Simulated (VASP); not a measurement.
# Ti (I4/mmm) in VASP: a series of runs, part 2 of 2

VASP 6.6.1. The steps go on from the part before.

**3. Single point, r2SCAN**

Input file POSCAR:

```
Ti
1.0
   -1.7323498620      1.7323498620      1.4724973827
    1.7323498620     -1.7323498620      1.4724973827
    1.7323498620      1.7323498620     -1.4724973827
Ti
1
Direct
    0.0000000000      0.0000000000      0.0000000000
```

Input file INCAR.step1:

```
PREC     = Accurate       # precision mode
ENCUT    = 520            # plane-wave cutoff, eV
ISMEAR   = 0              # smearing method
SIGMA    = 0.15           # smearing width, eV
LREAL    = F              # projectors in reciprocal space
LASPH    = T              # aspherical terms in the spheres
NELM     = 100            # most SCF steps
NBANDS   = 12             # bands
GGA      = PE             # functional
ALGO     = Normal         # electronic algorithm
EDIFF    = 1E-4           # SCF threshold, eV
LWAVE    = T              # write WAVECAR
LCHARG   = F              # write CHGCAR
```

Input file INCAR.step2:

```
PREC     = Accurate       # precision mode
ENCUT    = 520            # plane-wave cutoff, eV
EDIFF    = 1E-7           # SCF threshold, eV
ISMEAR   = 0              # smearing method
SIGMA    = 0.15           # smearing width, eV
LREAL    = F              # projectors in reciprocal space
LASPH    = T              # aspherical terms in the spheres
NELM     = 100            # most SCF steps
ALGO     = Normal         # electronic algorithm
ISIF     = 2              # what is computed and relaxed
LWAVE    = F              # write WAVECAR
LCHARG   = F              # write CHGCAR
METAGGA  = R2SCAN         # meta-GGA
LMIXTAU  = T            
NBANDS   = 12             # bands
ISTART   = 1
```

Input file KPOINTS:

```
regular mesh
0
Gamma
  22 22 22
```

Potentials or basis: VASP PAW PBE potentials, release 64 (Ti_sv).

Run with:

```sh
> cat potpaw_PBE.64/Ti_sv/POTCAR > POTCAR
> cp INCAR.step1 INCAR
> mpirun -np 1 vasp_std > vasp.out
> cp INCAR.step2 INCAR
> mpirun -np 1 vasp_std > vasp.out
```

OUTCAR:

```text
PREC = Accurate
   ENCUT = 520
   EDIFF = 1E-7
   ISMEAR = 0
   LREAL = F
   LASPH = T
   NELM = 100
   ISIF = 2
   METAGGA = R2SCAN
   ISTART = 1

 ion  position               nearest neighbor table
   1  0.000  0.000  0.000-

  LATTYP: Found a body centered tetragonal cell.
 ALAT       =     3.4646997240
 C/A-ratio  =     0.8500000000

  Lattice vectors:

 A1 = (  -1.7323498620,   1.7323498620,   1.4724973827)
[... 538 lines left out ...]
      9      11.6574      0.00000
     10      12.1293      0.00000
     11      18.1171      0.00000
     12      21.4621      0.00000

 [... further k-points ...]

------------------------ aborting loop because EDIFF is reached ----------------------------------------

  FORCE on cell =-STRESS in cart. coord.  units (eV):
  Direction    XX          YY          ZZ          XY          YZ          ZX
  --------------------------------------------------------------------------------------
  -------------------------------------------------------------------------------------
  Total       -0.3805536     -0.3805536     -0.0475225      0.0000000     -0.0000000      0.0000000
  in kB      -34.4937722    -34.4937722     -4.3074868      0.0000000     -0.0000000      0.0000000
  external PRESSURE =     -24.4316771 kB  Pullay stress =       0.0000000 kB

 VOLUME and BASIS-vectors are now :
 -----------------------------------------------------------------------------
  energy-cutoff  :      520.00
  volume of cell :       17.68
      direct lattice vectors                 reciprocal lattice vectors
    -1.732349862  1.732349862  1.472497383     0.000000000  0.288625301  0.339559177
     1.732349862 -1.732349862  1.472497383     0.288625301  0.000000000  0.339559177
     1.732349862  1.732349862 -1.472497383     0.288625301  0.288625301  0.000000000

 POSITION                                       TOTAL-FORCE (eV/Angst)
 -----------------------------------------------------------------------------------
      0.00000      0.00000      0.00000        -0.000000      0.000000     -0.000000
 -----------------------------------------------------------------------------------
    total drift:                                0.000000      0.000000      0.000000

  FREE ENERGIE OF THE ION-ELECTRON SYSTEM (eV)
  ---------------------------------------------------
  free  energy   TOTEN  =       -12.8321044752 eV

  energy  without entropy=      -12.8109309562  energy(sigma->0) =      -12.82151772
```

OUTCAR.step1:

```text
PREC = Accurate
   ENCUT = 520
   ISMEAR = 0
   LREAL = F
   LASPH = T
[... 577 lines left out ...]

 POSITION                                       TOTAL-FORCE (eV/Angst)
 -----------------------------------------------------------------------------------
      0.00000      0.00000      0.00000        -0.000000     -0.000000      0.000000
 -----------------------------------------------------------------------------------
    total drift:                                0.000000      0.000000      0.000000

  FREE ENERGIE OF THE ION-ELECTRON SYSTEM (eV)
  ---------------------------------------------------
  free  energy   TOTEN  =        -7.7462449385 eV

  energy  without entropy=       -7.7230970572  energy(sigma->0) =       -7.73467100
```

OSZICAR.step1:

```text
N       E                     dE             d eps       ncg     rms          rms(c)
DAV:   1     0.874227562885E+02    0.87423E+02   -0.65385E+03 20056   0.119E+03
DAV:   2    -0.429788359126E+01   -0.91721E+02   -0.89333E+02 20368   0.297E+02
DAV:   3    -0.866109439041E+01   -0.43632E+01   -0.43123E+01 28296   0.657E+01
DAV:   4    -0.875267199329E+01   -0.91578E-01   -0.91458E-01 22388   0.849E+00
DAV:   5    -0.875495510239E+01   -0.22831E-02   -0.22831E-02 23776   0.118E+00    0.813E+00
DAV:   6    -0.774814245053E+01    0.10068E+01   -0.21931E+00 21800   0.215E+01    0.208E+00
DAV:   7    -0.773723438624E+01    0.10908E-01   -0.84773E-02 24324   0.332E+00    0.124E+00
DAV:   8    -0.774576398971E+01   -0.85296E-02   -0.34074E-02 20784   0.230E+00    0.147E-01
DAV:   9    -0.774621957025E+01   -0.45558E-03   -0.36900E-03 25400   0.655E-01    0.834E-02
DAV:  10    -0.774624493846E+01   -0.25368E-04   -0.20312E-04 20068   0.174E-01
   1 F= -.77462449E+01 E0= -.77346710E+01  d E =-.231479E-01
```

Run time: 4.4 min. Hardware: 1 thread of Intel Xeon 6975P-C (Granite Rapids), shared host; peak memory 0.29 GiB.

Results:

| Property | Result |
| --- | --- |
| Free energy | -12.8321 eV |
| Pressure | -2.4 GPa |
| Band gap on the k mesh | zero (bands 6 and 7 overlap by 1.47 eV) |

Caveat: the PAW data sets were made with another functional, which shifts forces and pressure a little.

**4. Single point, r2SCAN**

Input file POSCAR:

```
Ti
1.0
   -1.5442401234      1.5442401234      1.8530881481
    1.5442401234     -1.5442401234      1.8530881481
    1.5442401234      1.5442401234     -1.8530881481
Ti
1
Direct
    0.0000000000      0.0000000000      0.0000000000
```

Input file INCAR.step1:

```
PREC     = Accurate       # precision mode
ENCUT    = 520            # plane-wave cutoff, eV
ISMEAR   = 0              # smearing method
SIGMA    = 0.15           # smearing width, eV
LREAL    = False          # projectors in reciprocal space
LASPH    = True           # aspherical terms in the spheres
NELM     = 100            # most SCF steps
NBANDS   = 12             # bands
GGA      = PE             # functional
ALGO     = Normal         # electronic algorithm
EDIFF    = 1E-4           # SCF threshold, eV
LWAVE    = True           # write WAVECAR
LCHARG   = False          # write CHGCAR
```

Input file INCAR.step2:

```
PREC     = Accurate       # precision mode
ENCUT    = 520            # plane-wave cutoff, eV
EDIFF    = 1E-7           # SCF threshold, eV
ISMEAR   = 0              # smearing method
SIGMA    = 0.15           # smearing width, eV
LREAL    = False          # projectors in reciprocal space
LASPH    = True           # aspherical terms in the spheres
NELM     = 100            # most SCF steps
ALGO     = Normal         # electronic algorithm
ISIF     = 2              # what is computed and relaxed
LWAVE    = False          # write WAVECAR
LCHARG   = False          # write CHGCAR
METAGGA  = R2SCAN         # meta-GGA
LMIXTAU  = True         
NBANDS   = 12             # bands
ISTART   = 1
```

Input file KPOINTS:

```
Automatic mesh
0
Gamma
  22 22 22
```

Run with:

```sh
> cat potpaw_PBE.64/Ti_sv/POTCAR > POTCAR
> cp INCAR.step1 INCAR
> mpirun -np 1 vasp_std > vasp.out
> cp INCAR.step2 INCAR
> mpirun -np 1 vasp_std > vasp.out
```

Run time: 4.3 min. Hardware: 1 thread of Intel Xeon 6975P-C (Granite Rapids), shared host; peak memory 0.29 GiB.

It converged, with:

* Free energy: -12.8592 eV
* Pressure: -1.8 GPa
* Band gap on the k mesh: zero (bands 6 and 7 overlap by 1.62 eV)

Stress tensor (GPa, compression positive):
```
-3.10  0.00  0.00
 0.00 -3.10  0.00
 0.00  0.00  0.78
```

Levels at points of the mesh, in eV from the Fermi level:
```tsv
k point	band 2	band 3	band 4	band 5	band 6	band 7	band 8	band 9	band 10	band 11
(0.00, 0.00, 0.00)	-33.87	-33.87	-33.86	-6.37	0.81	0.81	1.87	2.00	3.18	16.21
(0.50, 0.00, 0.00)	-34.53	-34.02	-33.89	-2.62	0.26	0.54	1.79	3.42	4.10	8.54
(0.50, 0.50, 0.00)	-34.50	-34.11	-33.97	-2.57	-1.30	1.78	3.55	3.61	4.30	9.89
(0.50, 0.50, 0.50)	-34.44	-34.21	-34.21	-2.47	-2.01	3.85	4.01	4.01	5.21	10.42
```

Caveat: the PAW data sets were made with another functional, which shifts forces and pressure a little.

**5. Summary**

```csv
cell,gap on the mesh (eV),pressure (GPa)
"a = 2.912 Å, angles 101.5, 101.5, 126.9°, 1 atom",none,-2.5
"a = 2.858 Å, angles 105.4, 105.4, 118.0°, 1 atom",none,-2.4
"a = 2.864 Å, angles 114.7, 114.7, 99.4°, 1 atom",none,-1.8
```

Alike in all rows: task single point; level r2SCAN; potentials or basis VASP PAW PBE potentials, release 64 (Ti_sv); no spin polarisation; k mesh 22 × 22 × 22; cutoff (eV) 520; smearing gaussian 0.15 eV.

Caveats: the PAW data sets were made with another functional, which shifts forces and pressure a little; the stress differs along the axes, from -8 to 9 GPa (at least some runs).

Total energies depend on the potentials used, so only differences within one code and one set of settings carry meaning.
